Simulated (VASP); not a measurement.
# Yb (Im-3m) in VASP: a series of runs

Runs on Yb. Level: PBEsol. Tasks: single point.

All numbers are computed with VASP 6.6.1; they aren't measurements. Logs are shortened: lines on timing, memory, paths and dates and some standing lists are left out, and cuts for length are marked.

**1. The cell of the first run**

The structure is cubic, space group Im-3m (No. 229). The conventional cell has a = 4.303 Å, b = 4.303 Å, c = 4.303 Å, α = 90.00°, β = 90.00°, γ = 90.00°. Yb (site symmetry m-3m) has 14 Yb at 3.73 to 4.30 Å within 4.9 Å.

This isn't the form of Yb at room conditions, which is fcc.

**2. Single point, PBEsol**

The input, INCAR:

```
PREC = Accurate
ENCUT = 520
EDIFF = 1E-6
ISMEAR = -1
SIGMA = 0.1
LREAL = F
LASPH = T
NELM = 60
ALGO = Normal
ISIF = 2
LWAVE = F
LCHARG = F
GGA = PS
NBANDS = 18
```

The input, KPOINTS:

```
Automatic mesh
0
Gamma
  10 10 10
```

The input, POSCAR:

```
Yb
1.0
   -2.1514830000      2.1514830000      2.1514830000
    2.1514830000     -2.1514830000      2.1514830000
    2.1514830000      2.1514830000     -2.1514830000
Yb
1
Direct
    0.0000000000      0.0000000000      0.0000000000
```

Potentials or basis: VASP PAW PBE potentials, release 64 (Yb).

Started as:

```
$ cat potpaw_PBE.64/Yb/POTCAR > POTCAR
$ mpirun -np 1 vasp_std > vasp.out
```

OUTCAR:

```text
PREC = Accurate
   ENCUT = 520
   EDIFF = 1E-6
   ISMEAR = -1
   LREAL = F
   LASPH = T
   NELM = 60
   ISIF = 2
   GGA = PS

 ion  position               nearest neighbor table
   1  0.000  0.000  0.000-

  LATTYP: Found a body centered cubic cell.
 ALAT       =     4.3029660000

  Lattice vectors:

 A1 = (  -2.1514830000,   2.1514830000,   2.1514830000)
 A2 = (   2.1514830000,  -2.1514830000,   2.1514830000)
 A3 = (   2.1514830000,   2.1514830000,  -2.1514830000)

Analysis of symmetry for initial positions (statically):
=====================================================================
 Subroutine PRICEL returns:
 Original cell was already a primitive cell.

 Routine SETGRP: Setting up the symmetry group for a
 body centered cubic supercell.

 Subroutine GETGRP returns: Found 48 space group operations
 (whereof 48 operations were pure point group operations)
 out of a pool of 48 trial point group operations.

The static configuration has the point symmetry O_h .

Analysis of symmetry for dynamics (positions and initial velocities):
=====================================================================
 Subroutine PRICEL returns:
 Original cell was already a primitive cell.

 Routine SETGRP: Setting up the symmetry group for a
 body centered cubic supercell.

 Subroutine GETGRP returns: Found 48 space group operations
 (whereof 48 operations were pure point group operations)
 out of a pool of 48 trial point group operations.

The dynamic configuration has the point symmetry O_h .

 Subroutine INISYM returns: Found 48 space group operations
 (whereof 48 operations are pure point group operations),
 and found     1 'primitive' translations

----------------------------------------------------------------------------------------

                                     Primitive cell

  volume of cell :      39.8358

  direct lattice vectors                    reciprocal lattice vectors
    -2.151483000  2.151483000  2.151483000     0.000000000  0.232397839  0.232397839
     2.151483000 -2.151483000  2.151483000     0.232397839  0.000000000  0.232397839
     2.151483000  2.151483000 -2.151483000     0.232397839  0.232397839  0.000000000

  length of vectors
     3.726477868  3.726477868  3.726477868     0.328660176  0.328660176  0.328660176

  position of ions in fractional coordinates (direct lattice)
     0.000000000  0.000000000  0.000000000

  ion indices of the primitive-cell ions
   primitive index   ion index
                 1           1

----------------------------------------------------------------------------------------

 KPOINTS: Automatic mesh

Automatic generation of k-mesh.
 Grid dimensions read from file:
 generate k-points for:   10   10   10

 Generating k-lattice:

  Cartesian coordinates                     Fractional coordinates (reciprocal lattice)
     0.000000000  0.023239784  0.023239784     0.100000000  0.000000000  0.000000000
     0.023239784  0.000000000  0.023239784     0.000000000  0.100000000  0.000000000
     0.023239784  0.023239784  0.000000000     0.000000000  0.000000000  0.100000000

  Length of vectors
     0.032866018  0.032866018  0.032866018

  Shift w.r.t. Gamma in fractional coordinates (k-lattice)
     0.000000000  0.000000000  0.000000000

 Subroutine IBZKPT returns following result:
 ===========================================

 Found     47 irreducible k-points:

 Following reciprocal coordinates:
            Coordinates               Weight
  0.000000  0.000000  0.000000      1.000000
  0.100000  0.000000  0.000000     12.000000
  0.200000  0.000000  0.000000     12.000000
  0.300000  0.000000  0.000000     12.000000
  0.400000  0.000000  0.000000     12.000000
  0.500000  0.000000  0.000000      6.000000
[... 16 lines left out ...]
  0.300000  0.300000  0.100000      8.000000
 -0.300000  0.300000  0.100000     24.000000
 [... further k-points ...]
   k-points           NKPTS =     47   k-points in BZ     NKDIM =     47   number of bands    NBANDS=     18
   number of dos      NEDOS =    301   number of ions     NIONS =      1
   total plane-waves  NPLWV =  21952
   dimension x,y,z NGX =    28 NGY =   28 NGZ =   28
   dimension x,y,z NGXF=    56 NGYF=   56 NGZF=   56
   ions per type =               1
   NGX,Y,Z   is equivalent  to a cutoff of  12.49, 12.49, 12.49 a.u.
   NGXF,Y,Z  is equivalent  to a cutoff of  24.98, 24.98, 24.98 a.u.
 SYSTEM =  unknown system
   PREC   = accura    normal or accurate (medium, high low for compatibility)
   ISTART =      0    job   : 0-new  1-cont  2-samecut
   ICHARG =      2    charge: 1-file 2-atom 10-const
   ISPIN  =      1    spin polarized calculation?
   LNONCOLLINEAR =      F non collinear calculations
   LSORBIT =      F    spin-orbit coupling
   LASPH  =      T    aspherical Exc in radial PAW
   ENCUT  =  520.0 eV  38.22 Ry    6.18 a.u.   6.93  6.93  6.93*2*pi/ulx,y,z
   NELM   =     60;   NELMIN=  2; NELMDL= -5     # of ELM steps
   EDIFF  = 0.1E-05   stopping-criterion for ELM
   LREAL  =      F    real-space projection
[... 7 lines left out ...]
   TEBEG  =    0.0;   TEEND  =   0.0 temperature during run
   PSTRESS=    0.0 pullay stress
   NELECT =      24.0000    total number of electrons
   NUPDOWN=      -1.0000    fix difference up-down
   EMIN   =  10.00;   EMAX   =-10.00  energy-range for DOS
   EFERMI =   0.00;   METHOD = LEGACY
   ISMEAR =    -1;   SIGMA  =   0.10  broadening in eV -4-tet -1-fermi 0-gaus
   EFERMI_NEDOS =   21; number of points for ismear=-14 and -15
   IALGO  =     38    algorithm
   IMIX   =      4    mixing-type and parameters
     AMIX     =   0.40;   BMIX     =  1.00
     AMIX_MAG =   1.60;   BMIX_MAG =  1.00
  volume/ion in A,a.u.               =      39.84       268.83
  Fermi-wavevector in a.u.,A,eV,Ry     =   1.382677  2.612880 26.011550  1.911795
  Thomas-Fermi vector in A             =   2.507346
   LORBIT       =      0    0 simple, 1 ext, 2 COOP (PROOUT), +10 PAW based schemes
   GGA     = PS    functional components
   LHFCALC =     F    Hartree Fock is set to
   AEXX    =    0.0000 exact exchange contribution
   IVDW    =     0    specifies the selected vdW correction
   LEPSILON=     F    determine dielectric tensor
   LRPA    =     F    only Hartree local field effects (RPA)
 non-spin polarized calculation
  energy-cutoff  :      520.00
  volume of cell :       39.84
 maximum number of plane-waves:      1092
   NGX = 13   NGY = 13   NGZ = 13

 number of electron      24.0000000 magnetization

 Free energy of the ion-electron system (eV)
  ---------------------------------------------------
  ext. energy  EPLUGINS =         0.00000000
  ---------------------------------------------------
  free energy    TOTEN  =        -3.86186921 eV

  energy without entropy =       -3.77123340  energy(sigma->0) =       -3.81655131

 E-fermi :   1.1758     XC(G=0):  -9.1220

 val. band max:        1.0492352811   @ k =   0.5000   0.5000   0.3000
 cond. band min:       1.1764389863   @ k =  -0.4000   0.4000   0.4000
 fundamental gap:      0.1272037052
 Fermi energy:         1.1758483674

 k-point     1 :       0.0000    0.0000    0.0000
  band No.  band energies     occupation
      1     -50.7592      2.00000
      2     -22.9749      2.00000
      3     -22.9749      2.00000
      4     -22.9749      2.00000
      5      -3.7964      2.00000
      6       0.6089      1.99313
[... 10 lines left out ...]
     17       5.6279      0.00000
     18      11.3872      0.00000

 k-point     2 :       0.1000    0.0000    0.0000
  band No.  band energies     occupation
      1     -50.7581      2.00000
      2     -22.9985      2.00000
      3     -22.9828      2.00000
      4     -22.9749      2.00000
      5      -3.5757      2.00000
      6       0.6104      1.99302
[... 10 lines left out ...]
     17       5.6279      0.00000
     18      11.6083      0.00000

 k-point     3 :       0.2000    0.0000    0.0000
  band No.  band energies     occupation
      1     -50.7553      2.00000
      2     -23.0597      2.00000
      3     -23.0032      2.00000
      4     -22.9748      2.00000
      5      -2.9446      2.00000
      6       0.6156      1.99265
[... 10 lines left out ...]
     17       5.6722      0.00000
     18      11.5672      0.00000

 k-point     4 :       0.3000    0.0000    0.0000
  band No.  band energies     occupation
      1     -50.7519      2.00000
      2     -23.1339      2.00000
      3     -23.0284      2.00000
      4     -22.9747      2.00000
      5      -2.0061      2.00000
      6       0.6169      1.99256
[... 10 lines left out ...]
     17       5.8315      0.00000
     18       9.9431      0.00000

 k-point     5 :       0.4000    0.0000    0.0000
  band No.  band energies     occupation
      1     -50.7492      2.00000
      2     -23.1927      2.00000
      3     -23.0487      2.00000
      4     -22.9746      2.00000
      5      -0.9913      2.00000
      6       0.6141      1.99276
[... 10 lines left out ...]
     17       7.0304      0.00000
     18       8.6264      0.00000

 k-point     6 :       0.5000    0.0000    0.0000
  band No.  band energies     occupation
      1     -50.7481      2.00000
      2     -23.2150      2.00000
      3     -23.0564      2.00000
      4     -22.9746      2.00000
      5      -0.4554      2.00000
      6       0.6123      1.99289
[... 10 lines left out ...]
     17       7.8844      0.00000
     18       8.2494      0.00000

 k-point     7 :       0.1000    0.1000    0.0000
  band No.  band energies     occupation
      1     -50.7562      2.00000
      2     -23.0408      2.00000
      3     -22.9913      2.00000
      4     -22.9806      2.00000
      5      -3.1488      2.00000
      6       0.6110      1.99298
[... 10 lines left out ...]
     17       5.7528      0.00000
     18      11.9409      0.00000

 k-point     8 :       0.2000    0.1000    0.0000
  band No.  band energies     occupation
      1     -50.7531      2.00000
      2     -23.1044      2.00000
      3     -23.0158      2.00000
      4     -22.9828      2.00000
      5      -2.3546      2.00000
      6       0.6141      1.99276
[... 10 lines left out ...]
     17       5.9408      0.00000
     18      10.4545      0.00000
[... 229 lines left out ...]
     17       5.9207      0.00000
     18      12.2238      0.00000

 k-point    20 :       0.2000    0.2000    0.1000
  band No.  band energies     occupation
      1     -50.7491      2.00000
      2     -23.1666      2.00000
      3     -23.0479      2.00000
      4     -23.0117      2.00000
      5      -0.6388      2.00000
      6       0.6350      1.99109
[... 10 lines left out ...]
     17       6.6846      0.00000
     18       8.1054      0.00000

 k-point    21 :       0.3000    0.2000    0.1000
  band No.  band energies     occupation
      1     -50.7478      2.00000
      2     -23.1648      2.00000
      3     -23.0822      2.00000
      4     -23.0172      2.00000
      5       0.2959      1.99970
      6       0.6363      1.99097
[... 10 lines left out ...]
     17       6.3943      0.00000
     18       8.5342      0.00000

 k-point    22 :      -0.2000    0.2000    0.1000
  band No.  band energies     occupation
      1     -50.7544      2.00000
      2     -23.0595      2.00000
      3     -23.0115      2.00000
      4     -22.9940      2.00000
      5      -2.7364      2.00000
      6       0.6055      1.99335
[... 10 lines left out ...]
     17       6.1118      0.00000
     18      10.9525      0.00000

 k-point    23 :       0.3000    0.3000    0.1000
  band No.  band energies     occupation
      1     -50.7474      2.00000
      2     -23.1260      2.00000
      3     -23.1260      2.00000
      4     -23.0249      2.00000
      5       0.5804      1.99483
      6       0.6438      1.99027
[... 10 lines left out ...]
     17       6.1989      0.00000
     18       9.2578      0.00000

 k-point    24 :      -0.3000    0.3000    0.1000
  band No.  band energies     occupation
      1     -50.7510      2.00000
      2     -23.1306      2.00000
      3     -23.0370      2.00000
      4     -22.9930      2.00000
      5      -1.8093      2.00000
      6       0.6078      1.99320
[... 10 lines left out ...]
     17       6.1372      0.00000
     18       9.5103      0.00000

 [... further k-points ...]
[... 5 lines left out ...]
  --------------------------------------------------------------------------------------
  -------------------------------------------------------------------------------------
  Total       -0.9987362     -0.9987362     -0.9987362      0.0000000      0.0000000     -0.0000000
  in kB      -40.1686868    -40.1686868    -40.1686868      0.0000000      0.0000000     -0.0000000
  external PRESSURE =     -40.1686868 kB  Pullay stress =       0.0000000 kB

 VOLUME and BASIS-vectors are now :
 -----------------------------------------------------------------------------
  energy-cutoff  :      520.00
  volume of cell :       39.84
      direct lattice vectors                 reciprocal lattice vectors
    -2.151483000  2.151483000  2.151483000     0.000000000  0.232397839  0.232397839
     2.151483000 -2.151483000  2.151483000     0.232397839  0.000000000  0.232397839
     2.151483000  2.151483000 -2.151483000     0.232397839  0.232397839  0.000000000

 POSITION                                       TOTAL-FORCE (eV/Angst)
 -----------------------------------------------------------------------------------
      0.00000      0.00000      0.00000        -0.000000     -0.000000      0.000000
 -----------------------------------------------------------------------------------
    total drift:                                0.000000     -0.000000     -0.000000

  FREE ENERGIE OF THE ION-ELECTRON SYSTEM (eV)
  ---------------------------------------------------
  free  energy   TOTEN  =        -3.8618692122 eV

  energy  without entropy=       -3.7712334031  energy(sigma->0) =       -3.81655131
```

Wall time 1.9 min (1 thread of Intel Xeon 8259CL, shared host); peak memory 0.19 GiB.

What came out:

* Free energy: -3.8619 eV
* Pressure: -4.0 GPa
* Band gap on the k mesh: zero (bands 12 and 13 overlap by 0.43 eV)

Caveat: the cell stands under tension; the PAW data sets were made with another functional, which shifts forces and pressure a little; spin-orbit coupling is left out, which moves the levels of the heavy elements. Spin polarisation is off, so any magnetic state and its effect on volume and gap are missing.

**3. Single point, PBEsol**

The input, INCAR:

```
SYSTEM = Yb
PREC = Accurate ; ENCUT = 520
EDIFF = 1E-6 ; ISMEAR = -1
SIGMA = 0.1 ; LREAL = .False.
LASPH = .True. ; NELM = 100
ALGO = Normal ; ISIF = 2
LWAVE = .False. ; LCHARG = .True.
GGA = PS ; LELF = .True.
LVHAR = .True. ; NBANDS = 18
```

The input, KPOINTS:

```
Automatic mesh
0
Gamma
  10 10 10
  0 0 0
```

POSCAR is that of step 2.

Potentials or basis: VASP PAW PBE potentials, release 64 (Yb).

Started as:

```
$ cat potpaw_PBE.64/Yb/POTCAR > POTCAR
$ mpirun -np 1 vasp_std > vasp.out
```

Wall time 98 s (1 thread of Intel Xeon 8259CL, shared host); peak memory 0.19 GiB.

It converged, with:

```yaml
Free_energy: -3.8619 eV
Pressure: -4.0 GPa
Band_gap_on_the_k_mesh: zero (bands 12 and 13 overlap by 0.43 eV)
```

Levels at points of the mesh, in eV from the Fermi level:
```tsv
k point	band 10	band 11	band 12	band 13	band 14	band 15
(0.00, 0.00, 0.00)	-0.46	-0.46	-0.44	2.71	2.71	2.71
(0.50, 0.00, 0.00)	-0.49	-0.47	-0.45	0.34	1.26	4.11
(0.50, 0.50, 0.50)	-0.46	-0.46	-0.37	-0.37	4.55	4.55
```

Caveat: the cell stands under tension; the PAW data sets were made with another functional, which shifts forces and pressure a little; spin-orbit coupling is left out, which moves the levels of the heavy elements. Spin polarisation is off, so any magnetic state and its effect on volume and gap are missing.

The gap in the log of VASP goes by the Fermi energy; the results here count the filled bands.